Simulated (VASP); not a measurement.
**NbRu3C: single point with PBE**

NbRu3C:

```xyz
5
Lattice="4.1964 0.0000 0.0000 0.0000 4.1964 0.0000 0.0000 0.0000 4.1964" Properties=species:S:1:pos:R:3 pbc="T T T"
Nb    0.0000    0.0000    0.0000
Ru    0.0000    2.0982    2.0982
Ru    2.0982    0.0000    2.0982
Ru    2.0982    2.0982    0.0000
C     2.0982    2.0982    2.0982
```

| Quantity | Value |
| --- | --- |
| Program | VASP 6.6.1 |
| Task | single point |
| Functional | PBE |
| Potentials or basis | VASP PAW PBE potentials, release 64 (Nb_sv, Ru_pv, C) |
| Cutoff | 520 eV |
| k mesh | 6 × 6 × 6 |
| Occupations | methfessel-paxton, width 0.05 eV |
| Spin | no spin polarisation |
| Dipole correction | no |
| Further INCAR settings | ALGO = Normal; EDIFF = 1e-07; NBANDS = 38 |

| Item | Value |
| --- | --- |
| Pressure | -23.8 GPa |

Levels at points of the mesh, in eV from the Fermi level:
| k point | band 27 | band 28 | band 29 | band 30 | band 31 | band 32 |
| --- | --- | --- | --- | --- | --- | --- |
| (0.00, 0.00, 0.00) | -1.22 | -1.22 | 0.50 | 0.52 | 0.52 | 0.52 |
| (0.50, 0.00, 0.00) | -1.23 | -1.23 | -0.65 | -0.24 | -0.24 | 0.47 |
| (0.50, 0.50, 0.00) | -2.07 | -1.38 | -1.09 | -0.80 | 0.31 | 0.31 |
| (0.50, 0.50, 0.50) | 0.20 | 0.20 | 0.20 | 0.33 | 0.33 | 0.33 |

Run time: 39 s on 1 thread of AMD EPYC 9R45 (Zen 5), with other jobs on the host, peak memory 0.17 GiB.
